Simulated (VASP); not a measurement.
# Li2O (Fm-3m) in VASP: electric field gradients with PBE

Aim: the electric field gradients of Li2O with PBE.

Program: VASP 6.6.1. These are calculated values, not measurements. Logs are shortened: lines on timing, memory, paths and dates and some standing lists are left out, and cuts for length are marked.

### 1 The cell of the first run

It takes space group Fm-3m (No. 225, cubic). Conventional cell: a = 4.654 Å, b = 4.654 Å, c = 4.654 Å, α = 90.00°, β = 90.00°, γ = 90.00°. Li (site symmetry -43m) has 4 O at 2.02 Å and 6 Li at 2.33 Å within 2.7 Å. Within 2.7 Å of O (site symmetry m-3m) lie 8 Li at 2.02 Å.

### 2 Electric field gradients, PBE

The input, INCAR:

```
PREC = Accurate
ENCUT = 650
EDIFF = 1E-8
ISMEAR = 0
SIGMA = 0.1
LREAL = False
LASPH = True
NELM = 120
ALGO = Normal
ISIF = 2
LWAVE = False
LCHARG = False
GGA = PE
LEFG = True
NBANDS = 13
GGA_COMPAT = False
```

The input, KPOINTS:

```
Automatic mesh
0
Gamma
  2 2 2
```

The input, POSCAR:

```
Li2O
1.0
    0.0000000000      2.3268543819      2.3268543819
    2.3268543819      0.0000000000      2.3268543819
    2.3268543819      2.3268543819      0.0000000000
Li O
2 1
Direct
    0.7500000000      0.7500000000      0.7500000000
    0.2500000000      0.2500000000      0.2500000000
    0.0000000000      0.0000000000      0.0000000000
```

Potentials or basis: VASP PAW PBE potentials, release 64 (Li_sv, O).

The run is started by

```bash
cat potpaw_PBE.64/Li_sv/POTCAR potpaw_PBE.64/O/POTCAR > POTCAR
mpirun -np 1 vasp_std > vasp.out
```

OUTCAR:

```text
PREC = Accurate
   ENCUT = 650
   EDIFF = 1E-8
   ISMEAR = 0
   LREAL = False
   LASPH = True
   NELM = 120
   ISIF = 2
   GGA = PE

 ion  position               nearest neighbor table
   1  0.750  0.750  0.750-   3 2.02   3 2.02   3 2.02   3 2.02   2 2.33   2 2.33   2 2.33   2 2.33
                             2 2.33   2 2.33
   2  0.250  0.250  0.250-   3 2.02   3 2.02   3 2.02   3 2.02   1 2.33   1 2.33   1 2.33   1 2.33
                             1 2.33   1 2.33
   3  0.000  0.000  0.000-   1 2.02   1 2.02   1 2.02   1 2.02   2 2.02   2 2.02   2 2.02   2 2.02

  LATTYP: Found a face centered cubic cell.
 ALAT       =     4.6537087638

  Lattice vectors:

 A1 = (   0.0000000000,   2.3268543819,   2.3268543819)
 A2 = (   2.3268543819,   0.0000000000,   2.3268543819)
 A3 = (   2.3268543819,   2.3268543819,   0.0000000000)

Analysis of symmetry for initial positions (statically):
=====================================================================
 Subroutine PRICEL returns:
 Original cell was already a primitive cell.

 Routine SETGRP: Setting up the symmetry group for a
 face centered cubic supercell.

 Subroutine GETGRP returns: Found 48 space group operations
 (whereof 48 operations were pure point group operations)
 out of a pool of 48 trial point group operations.

The static configuration has the point symmetry O_h .

Analysis of symmetry for dynamics (positions and initial velocities):
=====================================================================
 Subroutine PRICEL returns:
 Original cell was already a primitive cell.

 Routine SETGRP: Setting up the symmetry group for a
 face centered cubic supercell.

 Subroutine GETGRP returns: Found 48 space group operations
 (whereof 48 operations were pure point group operations)
 out of a pool of 48 trial point group operations.

The dynamic configuration has the point symmetry O_h .

 Subroutine INISYM returns: Found 48 space group operations
 (whereof 48 operations are pure point group operations),
 and found     1 'primitive' translations

----------------------------------------------------------------------------------------

                                     Primitive cell

  volume of cell :      25.1963

[... 126 lines left out ...]
      1     -41.8678      2.00000
      2     -41.5629      2.00000
      3     -13.8821      2.00000
      4       1.5274      2.00000
      5       1.5274      2.00000
      6       1.5274      2.00000
      7       6.4928      0.00000
      8      13.0753      0.00000
      9      13.0753      0.00000
     10      13.0753      0.00000
     11      20.0702      0.00000
     12      20.0702      0.00000
     13      20.0702      0.00000
[... 18 lines left out ...]
  band No.  band energies     occupation
      1     -41.7491      2.00000
      2     -41.6495      2.00000
      3     -13.6007      2.00000
      4      -0.1099      2.00000
      5       0.1311      2.00000
      6       0.1311      2.00000
      7       6.2768      0.00000
      8      14.7132      0.00000
      9      14.7132      0.00000
     10      15.8516      0.00000
     11      16.7771      0.00000
     12      20.9433      0.00000
     13      24.3858      0.00000

------------------------ aborting loop because EDIFF is reached ----------------------------------------

  FORCE on cell =-STRESS in cart. coord.  units (eV):
  Direction    XX          YY          ZZ          XY          YZ          ZX
  --------------------------------------------------------------------------------------
  -------------------------------------------------------------------------------------
  Total        0.0698408      0.0698408      0.0698408      0.0000000      0.0000000     -0.0000000
  in kB        4.4410114      4.4410114      4.4410114      0.0000000      0.0000000     -0.0000000
  external PRESSURE =       4.4410114 kB  Pullay stress =       0.0000000 kB

 VOLUME and BASIS-vectors are now :
 -----------------------------------------------------------------------------
  energy-cutoff  :      650.00
  volume of cell :       25.20
      direct lattice vectors                 reciprocal lattice vectors
     0.000000000  2.326854382  2.326854382    -0.214882377  0.214882377  0.214882377
     2.326854382  0.000000000  2.326854382     0.214882377 -0.214882377  0.214882377
     2.326854382  2.326854382  0.000000000     0.214882377  0.214882377 -0.214882377

 POSITION                                       TOTAL-FORCE (eV/Angst)
 -----------------------------------------------------------------------------------
      3.49028      3.49028      3.49028         0.000000      0.000000      0.000000
      1.16343      1.16343      1.16343        -0.000000     -0.000000     -0.000000
      0.00000      0.00000      0.00000         0.000000      0.000000      0.000000
 -----------------------------------------------------------------------------------
    total drift:                                0.000000      0.000000      0.000000

  FREE ENERGIE OF THE ION-ELECTRON SYSTEM (eV)
  ---------------------------------------------------
  free  energy   TOTEN  =       -13.9638574664 eV

  energy  without entropy=      -13.9638574663  energy(sigma->0) =      -13.96385747

 Electric field gradients (V/A^2)
---------------------------------------------------------------------
 ion       V_xx      V_yy      V_zz      V_xy      V_xz      V_yz
---------------------------------------------------------------------
   1      -0.000    -0.000     0.000    -0.000    -0.000    -0.000
   2      -0.000    -0.000     0.000    -0.000    -0.000    -0.000
   3       0.000     0.000     0.000     0.001     0.001     0.001
---------------------------------------------------------------------

 Electric field gradients after diagonalization (V/A^2)
 (convention: |V_zz| > |V_xx| > |V_yy|)
----------------------------------------------------------------------
 ion       V_xx      V_yy      V_zz     asymmetry (V_yy - V_xx)/ V_zz
----------------------------------------------------------------------
   1       0.000     0.000    -0.000       0.000
   2       0.000     0.000    -0.000       0.000
   3      -0.001    -0.001     0.002       0.000
----------------------------------------------------------------------

           NMR quadrupolar parameters

 Cq : quadrupolar parameter    Cq=e*Q*V_zz/h
 eta: asymmetry parameters     (V_yy - V_xx)/ V_zz
 Q  : nuclear electric quadrupole moment in mb (millibarn)
----------------------------------------------------------------------
 ion       Cq(MHz)       eta       Q (mb)
----------------------------------------------------------------------
   1      -0.000       0.000       1.000
   2      -0.000       0.000       1.000
   3       0.000       0.000       1.000
----------------------------------------------------------------------
```

stdout:

```text
POSCAR found type information on POSCAR LiO
 POSCAR found :  2 types and       3 ions
 scaLAPACK will be used
 LDA part: xc-table for (Slater+PW92), standard interpolation
 POSCAR, INCAR and KPOINTS ok, starting setup
 FFT: planning ... GRIDC
 FFT: planning ... GRID_SOFT
 FFT: planning ... GRID
 WAVECAR not read
 entering main loop
ion   1

ion   2

ion   3
```

It used 4.9 s of CPU time on 1 thread of AMD EPYC 7R13 Processor (Zen 3), with other jobs on the host.

Results:

* Free energy: -13.9639 eV
* Pressure: 0.4 GPa
* Band gap on the k mesh: 4.75 eV, indirect (least direct gap 4.97 eV)

Caveat: the k points lie up to 1.17 Å⁻¹ apart; without QUAD_EFG the Cq values of the log hold for a quadrupole moment of 1 mb, not for the nuclei. A k mesh can miss the band edges.
